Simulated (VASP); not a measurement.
Input of a VASP 6.6.1 run:

File INCAR:

```
PREC = Accurate
ENCUT = 520
EDIFF = 1E-6
ISMEAR = -1
SIGMA = 0.05
LREAL = F
LASPH = T
NELM = 80
ALGO = Normal
ISIF = 2
LWAVE = F
LCHARG = F
GGA = PS
NBANDS = 18
```

File KPOINTS:

```
regular mesh
0
Gamma
  12 12 6
```

File POSCAR:

```
Au
1.0
    2.9469569625      0.0000000000      0.0000000000
   -1.4734784812      2.5521395934      0.0000000000
    0.0000000000      0.0000000000      4.7740702792
Au
2
Direct
    0.3333333333      0.6666666667      0.2500000000
    0.6666666667      0.3333333333      0.7500000000
```

Potentials or basis: VASP PAW PBE potentials, release 64 (Au).

Launch:

```sh
$ cat potpaw_PBE.64/Au/POTCAR > POTCAR
$ mpirun -np 1 vasp_std > vasp.out
```

Task: Estimate the band gap on the k mesh.

Result: Zero (bands 11 and 12 overlap by 6.48 eV).

Task: Estimate the pressure.

Result: -7.7 GPa.

Stress tensor (GPa, compression positive):
```
-8.42  0.00  0.00
 0.00 -8.42  0.00
 0.00  0.00 -6.39
```

Caveat: the cell stands under tension; the PAW data sets were made with another functional, which shifts forces and pressure a little; spin-orbit coupling is left out, which moves the levels of the heavy elements.
